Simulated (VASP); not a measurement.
Here is a VASP 6.6.1 calculation.

Contents of INCAR:

```
  ALGO = Normal
  EDIFF = 1E-6
  ENCUT = 520
  GGA = PE
  ISIF = 2
  ISMEAR = 0
  LASPH = True
  LCHARG = False
  LREAL = False
  LWAVE = False
  NBANDS = 28
  NELM = 100
  PREC = Accurate
  SIGMA = 0.1
```

File KPOINTS:

```
k-points
0
Gamma
  4 4 4
```

File POSCAR:

```
SnTe
1.0
    3.2689483018     -3.2586116839      0.0000000000
    3.2689483018      3.2586116839      0.0000000000
    0.0000000000      0.0000000000      7.9627281799
Sn Te
2 2
Direct
    0.5000000000      0.5000000000      0.1070402619
    0.5000000000      0.5000000000      0.6070402619
    0.0000000000      0.5000000000      0.3575647708
    0.5000000000      0.0000000000      0.8575647708
```

Potentials or basis: VASP PAW PBE potentials, release 64 (Sn_d, Te).

The run is started by

```sh
$ cat potpaw_PBE.64/Sn_d/POTCAR potpaw_PBE.64/Te/POTCAR > POTCAR
$ mpirun -np 1 vasp_std > vasp.out
```

Task: Predict the largest force.

Result: 0.009 eV/Å.

Task: What does it give for the band gap on the k mesh?

Result: Zero (band 20 reaches 4.14 eV, above the bottom of band 21 at 3.69 eV).

Task: What does it give for the pressure?

Result: 0.1 GPa.

Forces in eV/Å, atoms in the order of the input:
```
Sn   0.000  0.000  0.009
Sn   0.000  0.000  0.009
Te   0.000  0.000 -0.009
Te   0.000  0.000 -0.009
```

Caveat: spin-orbit coupling is left out, which moves the levels of the heavy elements.
